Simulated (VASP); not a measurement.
BN: single point with PBE

BN:

```xyz
4
Lattice="2.5006 0.0000 0.0000 -1.2503 2.1656 0.0000 0.0000 0.0000 6.5236" Properties=species:S:1:pos:R:3 pbc="T T T"
B     0.0000    1.4437    1.6309
B     1.2503    0.7219    4.8927
N     0.0000    1.4437    4.8927
N     1.2503    0.7219    1.6309
```

* Program: VASP 6.6.1
* Task: single point
* Functional: PBE
* Potentials or basis: VASP PAW PBE potentials, release 64 (B, N)
* Cutoff: 520 eV
* k mesh: 9 × 9 × 4
* Occupations: gaussian, width 0.05 eV
* Spin: no spin polarisation

```json
{
 "Pressure": "4.7 GPa",
 "Band gap on the k mesh": "4.38 eV, indirect (least direct gap 4.65 eV)"
}
```

Stress tensor (GPa, compression positive):
```
5.37 0.00 0.00
0.00 5.37 0.00
0.00 0.00 3.48
```

Levels at points of the mesh, in eV from the valence-band top:
```
           k point  band 5  band 6  band 7  band 8  band 9  band 10  band 11  band 12
(0.00, 0.00, 0.00)   -1.33   -1.33   -1.28   -1.28    5.38    10.54    11.58    11.58
(0.00, 0.00, 0.50)   -1.30   -1.30   -1.30   -1.30    7.85     7.85    11.65    11.65
```

Run time: 22 s on 1 thread of AMD EPYC 9R45 (Zen 5), with other jobs on the host, peak memory 0.11 GiB.

Caveat: this functional lacks dispersion, which binds the layers, so the pressure and a relaxed spacing across them are unreliable. PBE gaps usually lie below the measured ones, often by a third to a half.
